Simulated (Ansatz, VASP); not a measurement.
**Two plane-wave programs on BPd4**

```
CELL_PARAMETERS angstrom
2.89203 0.00000 0.00000
0.00000 4.36501 0.00000
0.00000 0.00000 5.85632
ATOMIC_POSITIONS crystal
B 0.50000 0.00000 0.86323
Pd 0.50000 0.50000 0.86756
Pd 0.00000 0.50000 0.32916
Pd 0.00000 0.00000 0.61947
Pd 0.50000 0.00000 0.19758
```

Alike in both runs: task single point; functional PBE; k mesh 6 × 4 × 4; no spin polarisation.

```csv
,VASP,Ansatz
version,VASP 6.6.1,Ansatz 0.2.0
potentials or method,"VASP PAW PBE potentials, release 64 (B, Pd), cutoff 520 eV","scalar-relativistic, plane waves, PAW"
occupations,"methfessel-paxton of order 1, width 0.065 eV","cold, width 0.065 eV"
valence electrons in the cell,43,75
```

VASP gave:

```
gap on the k mesh at the Fermi level (eV)                     : none
pressure (GPa)                                                : -1.3
traceless stress, the component that is largest in VASP (GPa) : -0.91
rms of the force components (eV/Å)                            : 0.074
```

Problem. What did Ansatz give for the same quantities?

Solution. gap on the k mesh at the Fermi level (eV): none; pressure (GPa): -1.3; traceless stress, the component that is largest in VASP (GPa): -0.83; rms of the force components (eV/Å): 0.093.

Atom by atom the forces differ by 0.024 eV/Å (rms over components). A gap of «none» marks a metal or a gap that the smearing closes. VASP's potentials hold 43 valence electrons a cell and Ansatz's 75, so a difference there can come from the potentials and not from the codes.

The k mesh is coarse, so the values compare programs but aren't converged.
